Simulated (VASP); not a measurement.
# Pt in VASP: notebook, part 2 of 2

VASP 6.6.1. Earlier steps stand in the parts before.

## 5. Single point, LDA (strain +0.000 along x and y, -0.030 along z)

Input file INCAR:

```
SYSTEM = Pt
PREC     = Accurate       ! precision mode
ENCUT    = 520            ! plane-wave cutoff, eV
EDIFF    = 1E-6           ! SCF threshold, eV
ISMEAR   = 0              ! smearing method
SIGMA    = 0.15           ! smearing width, eV
LREAL    = .False.        ! projectors in reciprocal space
LASPH    = .True.         ! aspherical terms in the spheres
NELM     = 80             ! most SCF steps
ALGO     = Fast           ! electronic algorithm
ISIF     = 2              ! what is computed and relaxed
LWAVE    = .False.        ! write WAVECAR
LCHARG   = .True.         ! write CHGCAR
GGA      = CA             ! functional
LELF     = .True.         ! ELF
LVHAR    = .True.       
NBANDS   = 11             ! bands
```

Input file KPOINTS:

```
regular mesh
0
Gamma
  22 22 22
  0 0 0
```

Input file POSCAR:

```
Pt
1.0
   -1.5842200000      1.5842200000      1.5366934000
    1.5842200000     -1.5842200000      1.5366934000
    1.5842200000      1.5842200000     -1.5366934000
Pt
1
Direct
    0.0000000000      0.0000000000      0.0000000000
```

Potentials or basis: VASP PAW LDA potentials, release 64 (Pt).

Command:

```console
cat potpaw_LDA.64/Pt/POTCAR > POTCAR
mpirun -np 1 vasp_std > vasp.out
```

OUTCAR:

```text
SYSTEM = Pt
   PREC = Accurate
   ENCUT = 520
   EDIFF = 1E-6
   ISMEAR = 0
   LREAL = .False.
   LASPH = .True.
   NELM = 80
   ISIF = 2
   GGA = CA

 ion  position               nearest neighbor table
   1  0.000  0.000  0.000-

  LATTYP: Found a body centered tetragonal cell.
 ALAT       =     3.1684400000
 C/A-ratio  =     0.9700000000

  Lattice vectors:

 A1 = (  -1.5842200000,   1.5842200000,   1.5366934000)
 A2 = (   1.5842200000,  -1.5842200000,   1.5366934000)
 A3 = (   1.5842200000,   1.5842200000,  -1.5366934000)

Analysis of symmetry for initial positions (statically):
=====================================================================
 Subroutine PRICEL returns:
 Original cell was already a primitive cell.

 Routine SETGRP: Setting up the symmetry group for a
 body centered tetragonal supercell.

 Subroutine GETGRP returns: Found 16 space group operations
 (whereof 16 operations were pure point group operations)
 out of a pool of 16 trial point group operations.

The static configuration has the point symmetry D_4h.

Analysis of symmetry for dynamics (positions and initial velocities):
=====================================================================
 Subroutine PRICEL returns:
 Original cell was already a primitive cell.

 Routine SETGRP: Setting up the symmetry group for a
 body centered tetragonal supercell.

 Subroutine GETGRP returns: Found 16 space group operations
 (whereof 16 operations were pure point group operations)
 out of a pool of 16 trial point group operations.

The dynamic configuration has the point symmetry D_4h.

 Subroutine INISYM returns: Found 16 space group operations
 (whereof 16 operations are pure point group operations),
 and found     1 'primitive' translations

----------------------------------------------------------------------------------------

                                     Primitive cell

  volume of cell :      15.4269

  direct lattice vectors                    reciprocal lattice vectors
    -1.584220000  1.584220000  1.536693400     0.000000000  0.315612731  0.325373949
     1.584220000 -1.584220000  1.536693400     0.315612731  0.000000000  0.325373949
     1.584220000  1.584220000 -1.536693400     0.315612731  0.315612731  0.000000000

  length of vectors
     2.716787188  2.716787188  2.716787188     0.453298580  0.453298580  0.446343804

  position of ions in fractional coordinates (direct lattice)
     0.000000000  0.000000000  0.000000000

  ion indices of the primitive-cell ions
   primitive index   ion index
                 1           1

----------------------------------------------------------------------------------------

 KPOINTS: regular mesh

Automatic generation of k-mesh.
 Grid dimensions read from file:
 generate k-points for:   22   22   22

 Generating k-lattice:

  Cartesian coordinates                     Fractional coordinates (reciprocal lattice)
     0.000000000  0.014346033  0.014789725     0.045454545  0.000000000  0.000000000
     0.014346033  0.000000000  0.014789725     0.000000000  0.045454545  0.000000000
     0.014346033  0.014346033  0.000000000     0.000000000  0.000000000  0.045454545

  Length of vectors
     0.020604481  0.020604481  0.020288355

  Shift w.r.t. Gamma in fractional coordinates (k-lattice)
     0.000000000  0.000000000  0.000000000

 Subroutine IBZKPT returns following result:
 ===========================================

 Found    834 irreducible k-points:

 Following reciprocal coordinates:
            Coordinates               Weight
  0.000000  0.000000  0.000000      1.000000
  0.045455  0.000000 -0.000000      8.000000
  0.090909  0.000000 -0.000000      8.000000
  0.136364  0.000000  0.000000      8.000000
  0.181818  0.000000  0.000000      8.000000
  0.227273  0.000000 -0.000000      8.000000
[... 16 lines left out ...]
  0.500000  0.045455  0.000000     16.000000
 -0.454545  0.045455 -0.000000     16.000000
 [... further k-points ...]
   k-points           NKPTS =    834   k-points in BZ     NKDIM =    834   number of bands    NBANDS=     11
   number of dos      NEDOS =    301   number of ions     NIONS =      1
   total plane-waves  NPLWV =   8000
   dimension x,y,z NGX =    20 NGY =   20 NGZ =   20
   dimension x,y,z NGXF=    40 NGYF=   40 NGZF=   40
   ions per type =               1
   NGX,Y,Z   is equivalent  to a cutoff of  12.24, 12.24, 12.24 a.u.
   NGXF,Y,Z  is equivalent  to a cutoff of  24.48, 24.48, 24.48 a.u.
 SYSTEM =  Pt
   PREC   = accura    normal or accurate (medium, high low for compatibility)
   ISTART =      0    job   : 0-new  1-cont  2-samecut
   ICHARG =      2    charge: 1-file 2-atom 10-const
   ISPIN  =      1    spin polarized calculation?
   LNONCOLLINEAR =      F non collinear calculations
   LSORBIT =      F    spin-orbit coupling
   LASPH  =      T    aspherical Exc in radial PAW
   ENCUT  =  520.0 eV  38.22 Ry    6.18 a.u.   5.05  5.05  5.05*2*pi/ulx,y,z
   NELM   =     80;   NELMIN=  2; NELMDL= -5     # of ELM steps
   EDIFF  = 0.1E-05   stopping-criterion for ELM
   LREAL  =      F    real-space projection
   EDIFFG = 0.1E-04   stopping-criterion for IOM
   NSW    =      0    number of steps for IOM
   IBRION =     -1    ionic relax: 0-MD 1-quasi-New 2-CG
   NFREE  =      0    steps in history (QN), initial steepest desc. (CG)
   ISIF   =      2    stress and relaxation
   ISYM   =      2    0-nonsym 1-usesym 2-fastsym
   POTIM  = 0.5000    time-step for ionic-motion
   TEBEG  =    0.0;   TEEND  =   0.0 temperature during run
   PSTRESS=    0.0 pullay stress
   NELECT =      10.0000    total number of electrons
   NUPDOWN=      -1.0000    fix difference up-down
   EMIN   =  10.00;   EMAX   =-10.00  energy-range for DOS
   EFERMI =   0.00;   METHOD = LEGACY
   ISMEAR =     0;   SIGMA  =   0.15  broadening in eV -4-tet -1-fermi 0-gaus
   EFERMI_NEDOS =   21; number of points for ismear=-14 and -15
   IALGO  =     68    algorithm
   IMIX   =      4    mixing-type and parameters
     AMIX     =   0.40;   BMIX     =  1.00
     AMIX_MAG =   1.60;   BMIX_MAG =  1.00
  volume/ion in A,a.u.               =      15.43       104.11
  Fermi-wavevector in a.u.,A,eV,Ry     =   1.416822  2.677406 27.312143  2.007386
  Thomas-Fermi vector in A             =   2.538117
   LORBIT       =      0    0 simple, 1 ext, 2 COOP (PROOUT), +10 PAW based schemes
   GGA     = CA    functional components
   LHFCALC =     F    Hartree Fock is set to
   AEXX    =    0.0000 exact exchange contribution
   IVDW    =     0    specifies the selected vdW correction
   LEPSILON=     F    determine dielectric tensor
   LRPA    =     F    only Hartree local field effects (RPA)
 non-spin polarized calculation
 RMM-DIIS sequential band-by-band and
 Gauss-broadening in eV      SIGMA  =   0.15
  energy-cutoff  :      520.00
  volume of cell :       15.43
 maximum number of plane-waves:       430
   NGX = 11   NGY = 11   NGZ = 11

 number of electron      10.0000000 magnetization

 number of electron       9.9999999 magnetization

 Free energy of the ion-electron system (eV)
  ---------------------------------------------------
  ext. energy  EPLUGINS =         0.00000000
  ---------------------------------------------------
  free energy    TOTEN  =        -7.38414161 eV

  energy without entropy =       -7.37156888  energy(sigma->0) =       -7.37785525

 E-fermi :  10.4697     XC(G=0): -13.5514

 val. band max:       10.4647582604   @ k =   0.3636  -0.0000   0.0000
 cond. band min:      10.4750358202   @ k =  -0.3636   0.3636   0.0000
 fundamental gap:      0.0102775598
 Fermi energy:        10.4696670846

 k-point     1 :       0.0000    0.0000    0.0000
  band No.  band energies     occupation
      1       0.7185      2.00000
      2       6.6756      2.00000
      3       6.9484      2.00000
      4       6.9484      2.00000
      5       9.2832      2.00000
      6       9.6479      2.00000
      7      27.3541      0.00000
      8      27.3541      0.00000
      9      27.9638      0.00000
     10      37.7973      0.00000
     11      37.9351      0.00000
[... 309 lines left out ...]
 k-point    24 :      -0.4545    0.0455   -0.0000
  band No.  band energies     occupation
      1       3.7582      2.00000
      2       5.3592      2.00000
      3       9.1480      2.00000
      4       9.4634      2.00000
      5      10.1758      1.99440
      6      11.5722      0.00000
      7      18.2204      0.00000
      8      23.9254      0.00000
      9      26.5577      0.00000
     10      34.7877      0.00000
     11      35.1346      0.00000

 [... further k-points ...]

------------------------ aborting loop because EDIFF is reached ----------------------------------------

  FORCE on cell =-STRESS in cart. coord.  units (eV):
  Direction    XX          YY          ZZ          XY          YZ          ZX
  --------------------------------------------------------------------------------------
  -------------------------------------------------------------------------------------
  Total       -0.6970420     -0.6970420     -1.0247976      0.0000000      0.0000000     -0.0000000
  in kB      -72.3921287    -72.3921287   -106.4315724      0.0000000      0.0000000     -0.0000000
  external PRESSURE =     -83.7386099 kB  Pullay stress =       0.0000000 kB

 VOLUME and BASIS-vectors are now :
 -----------------------------------------------------------------------------
  energy-cutoff  :      520.00
  volume of cell :       15.43
      direct lattice vectors                 reciprocal lattice vectors
    -1.584220000  1.584220000  1.536693400     0.000000000  0.315612731  0.325373949
     1.584220000 -1.584220000  1.536693400     0.315612731  0.000000000  0.325373949
     1.584220000  1.584220000 -1.536693400     0.315612731  0.315612731  0.000000000

 POSITION                                       TOTAL-FORCE (eV/Angst)
 -----------------------------------------------------------------------------------
      0.00000      0.00000      0.00000         0.000000      0.000000     -0.000000
 -----------------------------------------------------------------------------------
    total drift:                                0.000000     -0.000000      0.000000

  FREE ENERGIE OF THE ION-ELECTRON SYSTEM (eV)
  ---------------------------------------------------
  free  energy   TOTEN  =        -7.3841416148 eV

  energy  without entropy=       -7.3715688813  energy(sigma->0) =       -7.37785525
```

Run time: 2.7 min. Hardware: 1 thread of Intel Xeon 8259CL, shared host; peak memory 0.25 GiB.

Results:

```
Free energy            : -7.3841 eV
Pressure               : -8.4 GPa
Band gap on the k mesh : zero (bands 5 and 6 overlap by 2.23 eV)
```

Caveat: the cell differs from its parent crystal (strain +0.000 along x and y, -0.030 along z); the cell stands under tension; spin-orbit coupling is left out, which moves the levels of the heavy elements.

## 6. Summary

| cell | gap on the mesh (eV) | pressure (GPa) |
| --- | --- | --- |
| a = 2.785 Å, angles 109.5°, 1 atom | none | -23.4 |
| a = 2.826 Å, angles 109.5°, 1 atom | none | -29.4 |
| a = 2.718 Å, angles 111.1, 111.1, 106.2°, 1 atom | none | -8.3 |
| a = 2.717 Å, angles 108.7, 108.7, 111.1°, 1 atom | none | -8.4 |

Alike in all rows: task single point; level LDA; potentials or basis VASP PAW LDA potentials, release 64 (Pt); no spin polarisation; k mesh 22 × 22 × 22; cutoff (eV) 520; smearing gaussian 0.15 eV.

Caveats: the cell stands under tension; spin-orbit coupling is left out, which moves the levels of the heavy elements.

Total energies depend on the potentials used, so only differences within one code and one set of settings carry meaning.
